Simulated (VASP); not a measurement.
# B3C (Fm-3m) in VASP: a series of runs

Runs on B3C. Level: PBE. Tasks: single point, relaxation of cell and atoms.

Everything below comes from runs of VASP 6.6.1. Logs are shortened: lines on timing, memory, paths and dates and some standing lists are left out, and cuts for length are marked.

## (1) The cell of the first run

It takes space group Fm-3m (No. 225, cubic). Conventional cell: a = 4.697 Å, b = 4.697 Å, c = 4.697 Å, α = 90.00°, β = 90.00°, γ = 90.00°. Within 2.7 Å of B (site symmetry -43m) lie 10 B at 2.03 to 2.35 Å and 4 C at 2.03 Å. B (site symmetry m-3m) has 8 B at 2.03 Å and 6 C at 2.35 Å within 2.7 Å. C (site symmetry m-3m) has 14 B at 2.03 to 2.35 Å within 2.7 Å.

## (2) Single point, PBE

The input, INCAR:

```
ALGO = Normal
EDIFF = 1E-6
ENCUT = 600
GGA = PE
GGA_COMPAT = False
ISIF = 2
ISMEAR = 0
LASPH = True
LCHARG = False
LREAL = False
LWAVE = False
NBANDS = 14
NELM = 120
PREC = Accurate
SIGMA = 0.2
```

The input, KPOINTS:

```
k-points
0
Gamma
  6 6 6
```

The input, POSCAR:

```
B3C
1.0
    0.0000000000      2.3484564867      2.3484564867
    2.3484564867      0.0000000000      2.3484564867
    2.3484564867      2.3484564867      0.0000000000
B C
3 1
Direct
    0.2500000000      0.2500000000      0.2500000000
    0.7500000000      0.7500000000      0.7500000000
    0.5000000000      0.5000000000      0.5000000000
    0.0000000000      0.0000000000      0.0000000000
```

Potentials or basis: VASP PAW PBE potentials, release 64 (B, C).

Command:

```console
$ cat potpaw_PBE.64/B/POTCAR potpaw_PBE.64/C/POTCAR > POTCAR
$ mpirun -np 1 vasp_std > vasp.out
```

OUTCAR:

```text
EDIFF = 1E-6
   ENCUT = 600
   GGA = PE
   ISIF = 2
   ISMEAR = 0
   LASPH = True
   LREAL = False
   NELM = 120
   PREC = Accurate

 ion  position               nearest neighbor table
   1  0.250  0.250  0.250-   4 2.03   4 2.03   4 2.03   3 2.03   4 2.03   3 2.03   3 2.03   3 2.03

   2  0.750  0.750  0.750-   3 2.03   3 2.03   3 2.03   3 2.03   4 2.03   4 2.03   4 2.03   4 2.03

   3  0.500  0.500  0.500-   1 2.03   1 2.03   1 2.03   1 2.03   2 2.03   2 2.03   2 2.03   2 2.03

   4  0.000  0.000  0.000-   2 2.03   2 2.03   2 2.03   1 2.03   2 2.03   1 2.03   1 2.03   1 2.03

  LATTYP: Found a face centered cubic cell.
 ALAT       =     4.6969129734

  Lattice vectors:

 A1 = (   0.0000000000,   2.3484564867,   2.3484564867)
 A2 = (   2.3484564867,   0.0000000000,   2.3484564867)
 A3 = (   2.3484564867,   2.3484564867,   0.0000000000)

Analysis of symmetry for initial positions (statically):
=====================================================================
 Subroutine PRICEL returns:
 Original cell was already a primitive cell.

 Routine SETGRP: Setting up the symmetry group for a
 face centered cubic supercell.

 Subroutine GETGRP returns: Found 48 space group operations
 (whereof 48 operations were pure point group operations)
 out of a pool of 48 trial point group operations.

The static configuration has the point symmetry O_h .

Analysis of symmetry for dynamics (positions and initial velocities):
=====================================================================
 Subroutine PRICEL returns:
 Original cell was already a primitive cell.

 Routine SETGRP: Setting up the symmetry group for a
 face centered cubic supercell.

 Subroutine GETGRP returns: Found 48 space group operations
 (whereof 48 operations were pure point group operations)
 out of a pool of 48 trial point group operations.

The dynamic configuration has the point symmetry O_h .

 Subroutine INISYM returns: Found 48 space group operations
 (whereof 48 operations are pure point group operations),
 and found     1 'primitive' translations

----------------------------------------------------------------------------------------

                                     Primitive cell

  volume of cell :      25.9046

  direct lattice vectors                    reciprocal lattice vectors
     0.000000000  2.348456487  2.348456487    -0.212905797  0.212905797  0.212905797
     2.348456487  0.000000000  2.348456487     0.212905797 -0.212905797  0.212905797
     2.348456487  2.348456487  0.000000000     0.212905797  0.212905797 -0.212905797

  length of vectors
     3.321219014  3.321219014  3.321219014     0.368763658  0.368763658  0.368763658

  position of ions in fractional coordinates (direct lattice)
     0.250000000  0.250000000  0.250000000
     0.750000000  0.750000000  0.750000000
     0.500000000  0.500000000  0.500000000
     0.000000000  0.000000000  0.000000000

  ion indices of the primitive-cell ions
   primitive index   ion index
                 1           1
                 2           2
                 3           3
                 4           4

----------------------------------------------------------------------------------------

 KPOINTS: k-points

Automatic generation of k-mesh.
 Grid dimensions read from file:
 generate k-points for:    6    6    6

 Generating k-lattice:

  Cartesian coordinates                     Fractional coordinates (reciprocal lattice)
    -0.035484299  0.035484299  0.035484299     0.166666667  0.000000000  0.000000000
     0.035484299 -0.035484299  0.035484299     0.000000000  0.166666667  0.000000000
     0.035484299  0.035484299 -0.035484299     0.000000000  0.000000000  0.166666667

  Length of vectors
     0.061460610  0.061460610  0.061460610

  Shift w.r.t. Gamma in fractional coordinates (k-lattice)
     0.000000000  0.000000000  0.000000000

 Subroutine IBZKPT returns following result:
 ===========================================

 Found     16 irreducible k-points:

 Following reciprocal coordinates:
            Coordinates               Weight
  0.000000  0.000000  0.000000      1.000000
  0.166667  0.000000  0.000000      8.000000
  0.333333  0.000000  0.000000      8.000000
  0.500000  0.000000  0.000000      4.000000
  0.166667  0.166667  0.000000      6.000000
  0.333333  0.166667  0.000000     24.000000
[... 8 lines left out ...]
 -0.333333  0.333333  0.166667     24.000000
 -0.333333  0.500000  0.166667     12.000000
   k-points           NKPTS =     16   k-points in BZ     NKDIM =     16   number of bands    NBANDS=     14
   number of dos      NEDOS =    301   number of ions     NIONS =      4
   total plane-waves  NPLWV =  21952
   dimension x,y,z NGX =    28 NGY =   28 NGZ =   28
   dimension x,y,z NGXF=    56 NGYF=   56 NGZF=   56
   ions per type =               3   1
   NGX,Y,Z   is equivalent  to a cutoff of  14.02, 14.02, 14.02 a.u.
   NGXF,Y,Z  is equivalent  to a cutoff of  28.03, 28.03, 28.03 a.u.
 SYSTEM =  unknown system
   PREC   = accura    normal or accurate (medium, high low for compatibility)
   ISTART =      0    job   : 0-new  1-cont  2-samecut
   ICHARG =      2    charge: 1-file 2-atom 10-const
   ISPIN  =      1    spin polarized calculation?
   LNONCOLLINEAR =      F non collinear calculations
   LSORBIT =      F    spin-orbit coupling
   LASPH  =      T    aspherical Exc in radial PAW
   ENCUT  =  600.0 eV  44.10 Ry    6.64 a.u.   6.63  6.63  6.63*2*pi/ulx,y,z
   NELM   =    120;   NELMIN=  2; NELMDL= -5     # of ELM steps
   EDIFF  = 0.1E-05   stopping-criterion for ELM
   LREAL  =      F    real-space projection
   EDIFFG = 0.1E-04   stopping-criterion for IOM
   NSW    =      0    number of steps for IOM
   IBRION =     -1    ionic relax: 0-MD 1-quasi-New 2-CG
   NFREE  =      0    steps in history (QN), initial steepest desc. (CG)
   ISIF   =      2    stress and relaxation
   ISYM   =      2    0-nonsym 1-usesym 2-fastsym
   POTIM  = 0.5000    time-step for ionic-motion
   TEBEG  =    0.0;   TEEND  =   0.0 temperature during run
   PSTRESS=    0.0 pullay stress
   NELECT =      13.0000    total number of electrons
   NUPDOWN=      -1.0000    fix difference up-down
   EMIN   =  10.00;   EMAX   =-10.00  energy-range for DOS
   EFERMI =   0.00;   METHOD = LEGACY
   ISMEAR =     0;   SIGMA  =   0.20  broadening in eV -4-tet -1-fermi 0-gaus
   EFERMI_NEDOS =   21; number of points for ismear=-14 and -15
   IALGO  =     38    algorithm
   IMIX   =      4    mixing-type and parameters
     AMIX     =   0.40;   BMIX     =  1.00
     AMIX_MAG =   1.60;   BMIX_MAG =  1.00
  volume/ion in A,a.u.               =       6.48        43.70
  Fermi-wavevector in a.u.,A,eV,Ry     =   1.300958  2.458455 23.027764  1.692493
  Thomas-Fermi vector in A             =   2.432123
   LORBIT       =      0    0 simple, 1 ext, 2 COOP (PROOUT), +10 PAW based schemes
   GGA     = PE    functional components
   LHFCALC =     F    Hartree Fock is set to
   AEXX    =    0.0000 exact exchange contribution
   IVDW    =     0    specifies the selected vdW correction
   LEPSILON=     F    determine dielectric tensor
   LRPA    =     F    only Hartree local field effects (RPA)
 non-spin polarized calculation
 Gauss-broadening in eV      SIGMA  =   0.20
  energy-cutoff  :      600.00
  volume of cell :       25.90
 maximum number of plane-waves:       893
 NGX is ok and might be reduce to    28
   NGX = 13   NGY = 13   NGZ = 13

 number of electron      13.0000000 magnetization

 Free energy of the ion-electron system (eV)
  ---------------------------------------------------
  ext. energy  EPLUGINS =         0.00000000
  ---------------------------------------------------
  free energy    TOTEN  =       -19.81646487 eV

  energy without entropy =      -19.79988661  energy(sigma->0) =      -19.80817574

 E-fermi :   8.9844     XC(G=0): -12.7923

 val. band max:        8.7796127464   @ k =   0.5000   0.1667   0.0000
 cond. band min:       9.1624147766   @ k =   0.3333   0.1667   0.0000
 fundamental gap:      0.3828020301
 Fermi energy:         8.9844498608

 k-point     1 :       0.0000    0.0000    0.0000
  band No.  band energies     occupation
      1      -9.4704      2.00000
      2       5.8398      2.00000
      3       5.8398      2.00000
      4       5.8398      2.00000
      5       6.8507      2.00000
      6       7.2739      2.00000
      7       7.2739      2.00000
      8       7.2739      2.00000
      9       9.4152      0.00232
     10       9.4152      0.00232
     11       9.4152      0.00232
     12      11.6875      0.00000
     13      18.2225      0.00000
     14      19.8372      0.00000

 k-point     2 :       0.1667    0.0000    0.0000
  band No.  band energies     occupation
      1      -9.0170      2.00000
      2       1.9160      2.00000
      3       4.8917      2.00000
      4       4.8917      2.00000
      5       6.7415      2.00000
      6       7.9538      2.00000
      7       7.9538      2.00000
      8       9.1922      0.14192
      9       9.5663      0.00004
     10       9.5663      0.00004
     11      10.5396      0.00000
     12      13.5126      0.00000
     13      18.8558      0.00000
     14      21.3268      0.00000
[... 207 lines left out ...]
      1      -4.9529      2.00000
      2      -3.3584      2.00000
      3      -0.6520      2.00000
      4       0.0804      2.00000
      5       6.8997      2.00000
      6       7.4684      2.00000
      7      10.9537      0.00000
      8      11.1146      0.00000
      9      12.1982      0.00000
     10      13.2159      0.00000
     11      15.8157      0.00000
     12      16.6335      0.00000
     13      19.6089      0.00000
     14      20.2501      0.00000

 k-point    16 :      -0.3333    0.5000    0.1667
  band No.  band energies     occupation
      1      -4.3851      2.00000
      2      -2.6670      2.00000
      3      -1.3919      2.00000
      4      -1.0722      2.00000
      5       5.7057      2.00000
      6       7.5375      2.00000
      7      10.3683      0.00000
      8      12.0895      0.00000
      9      13.7203      0.00000
     10      14.5583      0.00000
     11      16.0436      0.00000
     12      17.1257      0.00000
     13      19.5609      0.00000
     14      20.3512      0.00000

------------------------ aborting loop because EDIFF is reached ----------------------------------------

  FORCE on cell =-STRESS in cart. coord.  units (eV):
  Direction    XX          YY          ZZ          XY          YZ          ZX
  --------------------------------------------------------------------------------------
  -------------------------------------------------------------------------------------
  Total       -0.0248991     -0.0248991     -0.0248991      0.0000000      0.0000000     -0.0000000
  in kB       -1.5399839     -1.5399839     -1.5399839      0.0000000      0.0000000     -0.0000000
  external PRESSURE =      -1.5399839 kB  Pullay stress =       0.0000000 kB

 VOLUME and BASIS-vectors are now :
 -----------------------------------------------------------------------------
  energy-cutoff  :      600.00
  volume of cell :       25.90
      direct lattice vectors                 reciprocal lattice vectors
     0.000000000  2.348456487  2.348456487    -0.212905797  0.212905797  0.212905797
     2.348456487  0.000000000  2.348456487     0.212905797 -0.212905797  0.212905797
     2.348456487  2.348456487  0.000000000     0.212905797  0.212905797 -0.212905797

 POSITION                                       TOTAL-FORCE (eV/Angst)
 -----------------------------------------------------------------------------------
      1.17423      1.17423      1.17423        -0.000000     -0.000000     -0.000000
      3.52268      3.52268      3.52268         0.000000      0.000000      0.000000
      2.34846      2.34846      2.34846         0.000000      0.000000      0.000000
      0.00000      0.00000      0.00000         0.000000      0.000000      0.000000
 -----------------------------------------------------------------------------------
    total drift:                               -0.000000     -0.000000      0.000000

  FREE ENERGIE OF THE ION-ELECTRON SYSTEM (eV)
  ---------------------------------------------------
  free  energy   TOTEN  =       -19.8164648743 eV

  energy  without entropy=      -19.7998866144  energy(sigma->0) =      -19.80817574
```

Run time: 8.4 s. Hardware: 1 thread of AMD EPYC 9R45 (Zen 5), shared host; peak memory 0.11 GiB.

What came out:

* Free energy: -19.8165 eV
* Pressure: -0.2 GPa

Levels at points of the mesh, in eV from the Fermi level:
| k point | band 3 | band 4 | band 5 | band 6 | band 7 | band 8 | band 9 | band 10 |
| --- | --- | --- | --- | --- | --- | --- | --- | --- |
| (0.00, 0.00, 0.00) | -3.14 | -3.14 | -2.13 | -1.71 | -1.71 | -1.71 | 0.43 | 0.43 |
| (0.50, 0.00, 0.00) | -4.67 | -4.67 | -3.42 | -3.42 | -2.75 | 0.20 | 5.68 | 6.53 |
| (0.50, 0.50, 0.00) | -8.60 | -8.60 | -6.32 | -3.98 | 4.38 | 4.38 | 5.74 | 6.61 |

Caveat: the k points lie up to 0.39 Å⁻¹ apart.

## (3) Relaxation of cell and atoms, PBE

This run uses another cell than the first one, of 10.08 Å³/atom, 1.556 times its volume.

The input, INCAR:

```
SYSTEM = B3C
  PREC = Accurate
  ENCUT = 600
  EDIFF = 1E-7
  ISMEAR = 0
  SIGMA = 0.2
  LREAL = .False.
  LASPH = .True.
  NELM = 120
  ALGO = Normal
  ISIF = 3
  LWAVE = .False.
  LCHARG = .False.
  GGA = PE
  IBRION = 2
  NSW = 36
  EDIFFG = -0.08
  GGA_COMPAT = .False.
  NELMIN = 4
```

The input, KPOINTS:

```
Automatic mesh
0
Gamma
  6 6 6
  0 0 0
```

The input, POSCAR:

```
B3C
1.0
    0.0000000000      2.7212618100      2.7212618100
    2.7212618100      0.0000000000      2.7212618100
    2.7212618100      2.7212618100      0.0000000000
B C
3 1
Direct
    0.2500000000      0.2500000000      0.2500000000
    0.7500000000      0.7500000000      0.7500000000
    0.5000000000      0.5000000000      0.5000000000
    0.0000000000      0.0000000000      0.0000000000
```

Potentials or basis: VASP PAW PBE potentials, release 64 (B, C).

Command:

```console
$ cat potpaw_PBE.64/B/POTCAR potpaw_PBE.64/C/POTCAR > POTCAR
$ mpirun -np 1 vasp_std > vasp.out
```

Run time: 28 s. Hardware: 1 thread of AMD EPYC 9R45 (Zen 5), shared host; peak memory 0.13 GiB.

It converged, with:

```
Free energy                            : -19.8257 eV
Relaxed volume                         : 6.45 Å³/atom
Relaxed cell                           : a = 3.318 Å, b = 3.318 Å, c = 3.318 Å, α = 60.00°, β = 60.00°, γ = 60.00°
Space group after relaxing (to 0.05 Å) : Fm-3m (No. 225)
Energy gained by relaxing              : 599.1 meV/atom
Ionic steps                            : 4
Pressure after relaxing                : 0.6 GPa
```

The path:
```
step  energy change (eV)  largest force (eV/Å)  pressure (GPa)  volume (Å³)
   1              0.0000                0.0000          -35.05        40.30
   2             -2.2204                0.0000          -17.69        28.77
   3             -2.3922                0.0000           -3.28        26.30
   4             -2.3964                0.0000            0.63        25.82
```

Final structure:
```cif
data_structure
_symmetry_space_group_name_H-M 'P 1'
_symmetry_Int_Tables_number 1
_cell_length_a 3.3175
_cell_length_b 3.3175
_cell_length_c 3.3175
_cell_angle_alpha 60.000
_cell_angle_beta 60.000
_cell_angle_gamma 60.000
_cell_volume 25.82
loop_
_atom_site_label
_atom_site_type_symbol
_atom_site_fract_x
_atom_site_fract_y
_atom_site_fract_z
_atom_site_occupancy
B1 B 0.25000 0.25000 0.25000 1
B2 B 0.75000 0.75000 0.75000 1
B3 B 0.50000 0.50000 0.50000 1
C1 C 0.00000 0.00000 0.00000 1
```

Levels at points of the mesh, in eV from the Fermi level:
```csv
k point,band 2,band 3,band 4,band 5,band 6,band 7,band 8,band 9,band 10
"(0.00, 0.00, 0.00)",-3.16,-3.16,-3.16,-2.12,-1.73,-1.73,-1.73,0.42,0.42
"(0.50, 0.00, 0.00)",-13.56,-4.69,-4.69,-3.44,-3.44,-2.74,0.21,5.70,6.55
"(0.50, 0.50, 0.00)",-12.26,-8.64,-8.64,-6.33,-3.99,4.38,4.38,5.76,6.62
```

Caveat: the volume moved by over 15 % at a fixed basis, so the end points are rough.
